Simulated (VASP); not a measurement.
Set up this calculation in VASP 6.6.1, as the native input.

| Item | Value |
| --- | --- |
| Task | single point |
| Functional | PBE |
| Potentials or basis | VASP PAW PBE potentials, release 64 (Na_pv) |
| Cutoff | 500 eV |
| k mesh | 4 × 4 × 2 |
| Occupations | gaussian, width 0.1 eV |
| Spin | no spin polarisation |
| Dipole correction | no |
| Further INCAR settings | ALGO = Normal; EDIFF = 1e-06; NBANDS = 18 |

The structure of Na lies in POSCAR:

```
Na
1.0
    3.1966520447     -1.8565520294      0.0000000000
    3.1966520447      1.8565520294      0.0000000000
   -2.1744518352      0.0000000000      9.3648511597
Na
3
Direct
    0.2740000000      0.3490000000      0.4790000000
    0.4964150000      0.5714150000      1.1456760000
    1.0515850000      1.1265850000      0.8123240000
```

One way to write it, as run:

INCAR

```
ALGO = Normal
EDIFF = 1E-6
ENCUT = 500
GGA = PE
GGA_COMPAT = False
ISIF = 2
ISMEAR = 0
LASPH = True
LCHARG = False
LREAL = False
LWAVE = False
NBANDS = 18
NELM = 120
PREC = Accurate
SIGMA = 0.1
```

KPOINTS

```
k-points
0
Gamma
  4 4 2
```

Potentials or basis: VASP PAW PBE potentials, release 64 (Na_pv).

Command:

```console
$ cat potpaw_PBE.64/Na_pv/POTCAR > POTCAR
$ mpirun -np 1 vasp_std > vasp.out
```

It gave:

```
Pressure : 0.1 GPa
```

Caveat: the k points lie up to 0.49 Å⁻¹ apart.

Wall time 6.7 s on 1 thread of Intel(R) Xeon(R) 6975P-C (Granite Rapids) (shared host), peak memory 0.21 GiB.
